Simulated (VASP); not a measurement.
# Sn (I4/mmm) in VASP: settings compared

The runs below take Sn through single point, with PBE, PBEsol.

Program: VASP 6.6.1. These are calculated values, not measurements. Logs are shortened: lines on timing, memory, paths and dates and some standing lists are left out, and cuts for length are marked.

## (1) The cell of the first run

It takes space group I4/mmm (No. 139, tetragonal). The conventional cell has a = 4.138 Å, b = 4.138 Å, c = 3.387 Å, α = 90.00°, β = 90.00°, γ = 90.00°. Sn (site symmetry 4/mmm) has 14 Sn at 3.38 to 4.14 Å within 4.4 Å.

## (2) Single point, PBE

The input, INCAR:

```
SYSTEM = Sn
PREC = Accurate
ENCUT = 520
EDIFF = 1E-6
ISMEAR = -1
SIGMA = 0.05
LREAL = .FALSE.
LASPH = .TRUE.
NELM = 100
ALGO = Normal
ISIF = 2
LWAVE = .FALSE.
LCHARG = .FALSE.
GGA = PE
NBANDS = 13
```

The input, KPOINTS:

```
regular mesh
0
G
  10 10 10
  0 0 0
```

The input, POSCAR:

```
Sn
1.0
   -2.0689875426      2.0689875426      1.6933321804
    2.0689875426     -2.0689875426      1.6933321804
    2.0689875426      2.0689875426     -1.6933321804
Sn
1
Direct
    0.0000000000      0.0000000000      0.0000000000
```

Potentials or basis: VASP PAW PBE potentials, release 64 (Sn_d).

Command:

```sh
$ cat potpaw_PBE.64/Sn_d/POTCAR > POTCAR
$ mpirun -np 1 vasp_std > vasp.out
```

OUTCAR:

```text
SYSTEM = Sn
   PREC = Accurate
   ENCUT = 520
   EDIFF = 1E-6
   ISMEAR = -1
   LREAL = .FALSE.
   LASPH = .TRUE.
   NELM = 100
   ISIF = 2
   GGA = PE

 ion  position               nearest neighbor table
   1  0.000  0.000  0.000-

  LATTYP: Found a body centered tetragonal cell.
 ALAT       =     4.1379750852
 C/A-ratio  =     0.8184351745

  Lattice vectors:

 A1 = (  -2.0689875426,   2.0689875426,   1.6933321804)
 A2 = (   2.0689875426,  -2.0689875426,   1.6933321804)
 A3 = (   2.0689875426,   2.0689875426,  -1.6933321804)

Analysis of symmetry for initial positions (statically):
=====================================================================
 Subroutine PRICEL returns:
 Original cell was already a primitive cell.

 Routine SETGRP: Setting up the symmetry group for a
 body centered tetragonal supercell.

 Subroutine GETGRP returns: Found 16 space group operations
 (whereof 16 operations were pure point group operations)
 out of a pool of 16 trial point group operations.

The static configuration has the point symmetry D_4h.

Analysis of symmetry for dynamics (positions and initial velocities):
=====================================================================
 Subroutine PRICEL returns:
 Original cell was already a primitive cell.

 Routine SETGRP: Setting up the symmetry group for a
 body centered tetragonal supercell.

 Subroutine GETGRP returns: Found 16 space group operations
 (whereof 16 operations were pure point group operations)
 out of a pool of 16 trial point group operations.

The dynamic configuration has the point symmetry D_4h.

 Subroutine INISYM returns: Found 16 space group operations
 (whereof 16 operations are pure point group operations),
 and found     1 'primitive' translations

----------------------------------------------------------------------------------------

                                     Primitive cell

  volume of cell :      28.9947

  direct lattice vectors                    reciprocal lattice vectors
    -2.068987543  2.068987543  1.693332180     0.000000000  0.241664094  0.295275792
     2.068987543 -2.068987543  1.693332180     0.241664094  0.000000000  0.295275792
     2.068987543  2.068987543 -1.693332180     0.241664094  0.241664094  0.000000000

  length of vectors
     3.380649756  3.380649756  3.380649756     0.381561695  0.381561695  0.341764639

  position of ions in fractional coordinates (direct lattice)
     0.000000000  0.000000000  0.000000000

  ion indices of the primitive-cell ions
[... 77 lines left out ...]
   NSW    =      0    number of steps for IOM
   IBRION =     -1    ionic relax: 0-MD 1-quasi-New 2-CG
   NFREE  =      0    steps in history (QN), initial steepest desc. (CG)
   ISIF   =      2    stress and relaxation
   ISYM   =      2    0-nonsym 1-usesym 2-fastsym
   POTIM  = 0.5000    time-step for ionic-motion
   TEBEG  =    0.0;   TEEND  =   0.0 temperature during run
   PSTRESS=    0.0 pullay stress
   NELECT =      14.0000    total number of electrons
   NUPDOWN=      -1.0000    fix difference up-down
   EMIN   =  10.00;   EMAX   =-10.00  energy-range for DOS
   EFERMI =   0.00;   METHOD = LEGACY
   ISMEAR =    -1;   SIGMA  =   0.05  broadening in eV -4-tet -1-fermi 0-gaus
   EFERMI_NEDOS =   21; number of points for ismear=-14 and -15
   IALGO  =     38    algorithm
   IMIX   =      4    mixing-type and parameters
     AMIX     =   0.40;   BMIX     =  1.00
     AMIX_MAG =   1.60;   BMIX_MAG =  1.00
  volume/ion in A,a.u.               =      28.99       195.67
  Fermi-wavevector in a.u.,A,eV,Ry     =   1.284335  2.427041 22.443022  1.649516
  Thomas-Fermi vector in A             =   2.416534
   LORBIT       =      0    0 simple, 1 ext, 2 COOP (PROOUT), +10 PAW based schemes
   GGA     = PE    functional components
   LHFCALC =     F    Hartree Fock is set to
   AEXX    =    0.0000 exact exchange contribution
   IVDW    =     0    specifies the selected vdW correction
   LEPSILON=     F    determine dielectric tensor
   LRPA    =     F    only Hartree local field effects (RPA)
 non-spin polarized calculation
  energy-cutoff  :      520.00
  volume of cell :       28.99
 maximum number of plane-waves:       799
 NGX is ok and might be reduce to    28
   NGX = 13   NGY = 13   NGZ = 13

 number of electron      14.0000001 magnetization

 Free energy of the ion-electron system (eV)
  ---------------------------------------------------
  ext. energy  EPLUGINS =         0.00000000
  ---------------------------------------------------
  free energy    TOTEN  =        -3.77442134 eV

  energy without entropy =       -3.76907883  energy(sigma->0) =       -3.77175008

 E-fermi :   7.2697     XC(G=0): -10.0580

 val. band max:        7.2186155770   @ k =   0.3000   0.2000   0.1000
 cond. band min:       7.2785911915   @ k =   0.5000   0.2000   0.0000
 fundamental gap:      0.0599756146
 Fermi energy:         7.2696801624

 k-point     1 :       0.0000    0.0000    0.0000
  band No.  band energies     occupation
      1     -14.2301      2.00000
      2     -14.1674      2.00000
      3     -14.1674      2.00000
      4     -14.1649      2.00000
      5     -14.0714      2.00000
      6      -3.3326      2.00000
      7      13.6876      0.00000
      8      13.6876      0.00000
      9      15.9860      0.00000
     10      17.2527      0.00000
     11      18.2919      0.00000
     12      19.6270      0.00000
     13      19.6270      0.00000
[... 354 lines left out ...]
  band No.  band energies     occupation
      1     -14.2056      2.00000
      2     -14.1387      2.00000
      3     -14.1185      2.00000
      4     -14.0937      2.00000
      5     -14.0760      2.00000
      6       1.3554      2.00000
      7       4.8924      2.00000
      8       6.2892      2.00000
      9      11.5504      0.00000
     10      16.0984      0.00000
     11      18.2628      0.00000
     12      22.6372      0.00000
     13      23.1410      0.00000

 [... further k-points ...]
[... 5 lines left out ...]
  --------------------------------------------------------------------------------------
  -------------------------------------------------------------------------------------
  Total       -0.3421780     -0.3421780     -0.2496134      0.0000000      0.0000000      0.0000000
  in kB      -18.9079616    -18.9079616    -13.7930602      0.0000000      0.0000000      0.0000000
  external PRESSURE =     -17.2029945 kB  Pullay stress =       0.0000000 kB

 VOLUME and BASIS-vectors are now :
 -----------------------------------------------------------------------------
  energy-cutoff  :      520.00
  volume of cell :       28.99
      direct lattice vectors                 reciprocal lattice vectors
    -2.068987543  2.068987543  1.693332180     0.000000000  0.241664094  0.295275792
     2.068987543 -2.068987543  1.693332180     0.241664094  0.000000000  0.295275792
     2.068987543  2.068987543 -1.693332180     0.241664094  0.241664094  0.000000000

 POSITION                                       TOTAL-FORCE (eV/Angst)
 -----------------------------------------------------------------------------------
      0.00000      0.00000      0.00000        -0.000000     -0.000000     -0.000000
 -----------------------------------------------------------------------------------
    total drift:                               -0.000000      0.000000      0.000000

  FREE ENERGIE OF THE ION-ELECTRON SYSTEM (eV)
  ---------------------------------------------------
  free  energy   TOTEN  =        -3.7744213412 eV

  energy  without entropy=       -3.7690788281  energy(sigma->0) =       -3.77175008
```

stdout:

```text
POSCAR found type information on POSCAR Sn
 POSCAR found :  1 types and       1 ions
 scaLAPACK will be used
 LDA part: xc-table for (Slater+PW92), standard interpolation
 POSCAR, INCAR and KPOINTS ok, starting setup
 FFT: planning ... GRIDC
 FFT: planning ... GRID_SOFT
 FFT: planning ... GRID
 WAVECAR not read
 entering main loop
```

It took 50 s on 1 thread of AMD EPYC 7R43 (Zen 3), shared host; peak memory 0.14 GiB.

Results:

| Item | Value |
| --- | --- |
| Free energy | -3.7744 eV |
| Pressure | -1.7 GPa |
| Band gap on the k mesh | zero (band 7 reaches 13.69 eV, above the bottom of band 8 at 5.44 eV) |

Caveat: spin-orbit coupling is left out, which moves the levels of the heavy elements.

## (3) Single point, PBE

This run uses another cell than the first one, of 27.35 Å³/atom, 0.943 times its volume.

The input, INCAR:

```
  PREC = Accurate
  ENCUT = 520
  EDIFF = 1E-7
  ISMEAR = -1
  SIGMA = 0.02
  LREAL = F
  LASPH = T
  NELM = 100
  ALGO = Normal
  ISIF = 2
  LWAVE = F
  LCHARG = F
  GGA = PE
  NBANDS = 13
```

The input, KPOINTS:

```
Automatic mesh
0
Gamma
  4 4 4
```

The input, POSCAR:

```
Sn
1.0
   -2.0291894110      2.0291894110      1.6607599896
    2.0291894110     -2.0291894110      1.6607599896
    2.0291894110      2.0291894110     -1.6607599896
Sn
1
Direct
    0.0000000000      0.0000000000      0.0000000000
```

Potentials or basis: VASP PAW PBE potentials, release 64 (Sn_d).

Command:

```sh
$ cat potpaw_PBE.64/Sn_d/POTCAR > POTCAR
$ mpirun -np 1 vasp_std > vasp.out
```

OUTCAR:

```text
PREC = Accurate
   ENCUT = 520
   EDIFF = 1E-7
   ISMEAR = -1
   LREAL = F
   LASPH = T
   NELM = 100
   ISIF = 2
   GGA = PE

 ion  position               nearest neighbor table
   1  0.000  0.000  0.000-

  LATTYP: Found a body centered tetragonal cell.
 ALAT       =     4.0583788220
 C/A-ratio  =     0.8184351745

  Lattice vectors:

 A1 = (  -2.0291894110,   2.0291894110,   1.6607599896)
 A2 = (   2.0291894110,  -2.0291894110,   1.6607599896)
[... 372 lines left out ...]
     10      11.0830      0.00000
     11      14.0489      0.00000
     12      26.8552      0.00000
     13      28.9203      0.00000

------------------------ aborting loop because EDIFF is reached ----------------------------------------

  FORCE on cell =-STRESS in cart. coord.  units (eV):
  Direction    XX          YY          ZZ          XY          YZ          ZX
  --------------------------------------------------------------------------------------
  -------------------------------------------------------------------------------------
  Total        0.0123921      0.0123921     -0.0182115      0.0000000      0.0000000      0.0000000
  in kB        0.7258467      0.7258467     -1.0667052      0.0000000      0.0000000      0.0000000
  external PRESSURE =       0.1283294 kB  Pullay stress =       0.0000000 kB

 VOLUME and BASIS-vectors are now :
 -----------------------------------------------------------------------------
  energy-cutoff  :      520.00
  volume of cell :       27.35
      direct lattice vectors                 reciprocal lattice vectors
    -2.029189411  2.029189411  1.660759990     0.000000000  0.246403809  0.301066983
     2.029189411 -2.029189411  1.660759990     0.246403809  0.000000000  0.301066983
     2.029189411  2.029189411 -1.660759990     0.246403809  0.246403809  0.000000000

 POSITION                                       TOTAL-FORCE (eV/Angst)
 -----------------------------------------------------------------------------------
      0.00000      0.00000      0.00000        -0.000000      0.000000      0.000000
 -----------------------------------------------------------------------------------
    total drift:                               -0.000000     -0.000000      0.000000

  FREE ENERGIE OF THE ION-ELECTRON SYSTEM (eV)
  ---------------------------------------------------
  free  energy   TOTEN  =        -3.5641895029 eV

  energy  without entropy=       -3.5611698384  energy(sigma->0) =       -3.56267967
```

OSZICAR:

```text
N       E                     dE             d eps       ncg     rms          rms(c)
DAV:   1     0.773969240188E+02    0.77397E+02   -0.71584E+03   348   0.157E+03
DAV:   2     0.232315421406E+01   -0.75074E+02   -0.72712E+02   358   0.331E+02
DAV:   3    -0.345803980946E+01   -0.57812E+01   -0.57665E+01   388   0.735E+01
DAV:   4    -0.357769658251E+01   -0.11966E+00   -0.11963E+00   416   0.117E+01
DAV:   5    -0.358112588093E+01   -0.34293E-02   -0.34292E-02   430   0.183E+00    0.138E+00
DAV:   6    -0.356842429672E+01    0.12702E-01   -0.12653E-02   413   0.198E+00    0.770E-01
DAV:   7    -0.356428687476E+01    0.41374E-02   -0.95139E-03   423   0.164E+00    0.101E-01
DAV:   8    -0.356418436615E+01    0.10251E-03   -0.11331E-03   423   0.526E-01    0.210E-02
DAV:   9    -0.356418862206E+01   -0.42559E-05   -0.28452E-05   471   0.700E-02    0.954E-03
DAV:  10    -0.356418947184E+01   -0.84978E-06   -0.20270E-06   421   0.184E-02    0.803E-04
DAV:  11    -0.356418950290E+01   -0.31060E-07   -0.78597E-08   262   0.359E-03
   1 F= -.35641895E+01 E0= -.35626797E+01  d E =-.301966E-02
```

stdout:

```text
POSCAR found type information on POSCAR Sn
 POSCAR found :  1 types and       1 ions
 scaLAPACK will be used
 LDA part: xc-table for (Slater+PW92), standard interpolation
 POSCAR, INCAR and KPOINTS ok, starting setup
 FFT: planning ... GRIDC
 FFT: planning ... GRID_SOFT
 FFT: planning ... GRID
 WAVECAR not read
 entering main loop
```

Run time: 3.4 s. Hardware: 1 thread of AMD EPYC 9R45 (Zen 5), shared host; peak memory 0.12 GiB.

What came out:

| Property | Result |
| --- | --- |
| Free energy | -3.5642 eV |
| Pressure | 0.0 GPa |
| Band gap on the k mesh | zero (band 7 reaches 14.76 eV, above the bottom of band 8 at 6.42 eV) |

Caveat: the k points lie up to 0.61 Å⁻¹ apart; spin-orbit coupling is left out, which moves the levels of the heavy elements.

(Part 1 of 2 ends here.)
